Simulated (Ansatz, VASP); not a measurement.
**Cl: VASP beside Ansatz**

```xyz
4
Lattice="3.1658 -2.2649 0.0000 3.1658 2.2649 0.0000 0.0000 0.0000 8.2644" Properties=species:S:1:pos:R:3 pbc="T T T"
Cl    3.1658    0.5889    3.3057
Cl    3.1658    1.6760    7.4379
Cl    3.1658   -0.5889    4.9586
Cl    3.1658   -1.6760    0.8264
```

Alike in both runs: task single point; functional PBE; k mesh 7 × 7 × 4; occupations fermi-dirac, width 0.05 eV; no spin polarisation.

|  | VASP | Ansatz |
| --- | --- | --- |
| version | VASP 6.6.1 | Ansatz 0.2.0 |
| potentials or method | VASP PAW PBE potentials, release 64 (Cl) | Ansatz PAW |
| plane-wave cutoff (eV) | 520 | 420 |
| valence electrons in the cell | 28 | 28 |

|  | VASP | Ansatz | Ansatz less VASP |
| --- | --- | --- | --- |
| gap on the k mesh at the Fermi level (eV) | 2.47 | 2.42 | -0.045 |
| least direct gap on the mesh (eV) | 2.52 | 2.47 | -0.045 |
| pressure (GPa) | -0.2 | 0.1 | +0.35 |
| traceless stress, the component that is largest in VASP (GPa) | 1.31 | 1.02 | -0.291 |
| rms of the force components (eV/Å) | 0.215 | 0.122 | -0.0930 |

Atom by atom the forces differ by 0.099 eV/Å (rms over components). With one functional, cell and mesh, what is left measures potentials, basis and numerics.

Noted on Ansatz's run: odd divisions of the mesh miss points on the zone boundary, where band edges often lie, so the gap on the mesh can be too wide.
